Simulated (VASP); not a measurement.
A run of VASP 6.6.1:

Contents of POSCAR:

```
MgO
1.0
    2.6556162495      0.0000000000      0.0000000000
    0.0000000000      2.6556162495      0.0000000000
    0.0000000000      0.0000000000      2.6556162495
Mg O
1 1
Direct
    0.0000000000      0.0000000000      0.0000000000
    0.5000000000      0.5000000000      0.5000000000
```

Contents of INCAR.step1:

```
ALGO = Normal ; EDIFF = 1E-5
ENCUT = 920 ; GGA = PE
GGA_COMPAT = F ; ISMEAR = 0
LASPH = T ; LCHARG = F
LREAL = F ; LWAVE = T
NBANDS = 15 ; NELM = 120
PREC = Accurate ; SIGMA = 0.01
```

Contents of INCAR.step2:

```
ALGO = Normal ; EDIFF = 1E-6
ENCUT = 920 ; GGA_COMPAT = F
ISIF = 2 ; ISMEAR = 0
ISTART = 1 ; LASPH = T
LCHARG = T ; LELF = T
LMIXTAU = T ; LREAL = F
LVHAR = T ; LWAVE = F
METAGGA = R2SCAN ; NBANDS = 15
NELM = 120 ; PREC = Accurate
SIGMA = 0.01
```

KPOINTS

```
k-points
0
Gamma
  10 10 10
```

Potentials or basis: VASP PAW PBE potentials, release 64 (Mg_sv, O).

Command:

```sh
$ cat potpaw_PBE.64/Mg_sv/POTCAR potpaw_PBE.64/O/POTCAR > POTCAR
$ cp INCAR.step1 INCAR
$ mpirun -np 1 vasp_std > vasp.out
$ cp INCAR.step2 INCAR
$ mpirun -np 1 vasp_std > vasp.out
```

Hardware: 1 thread of AMD EPYC 7R43 64-Core Processor (Zen 3) (shared host).

Estimate the wall time of this run.

It took 2.4 min on 1 thread of AMD EPYC 7R43 64-Core Processor (Zen 3), on a shared host, peak memory 0.15 GiB. Counts: k points 56.
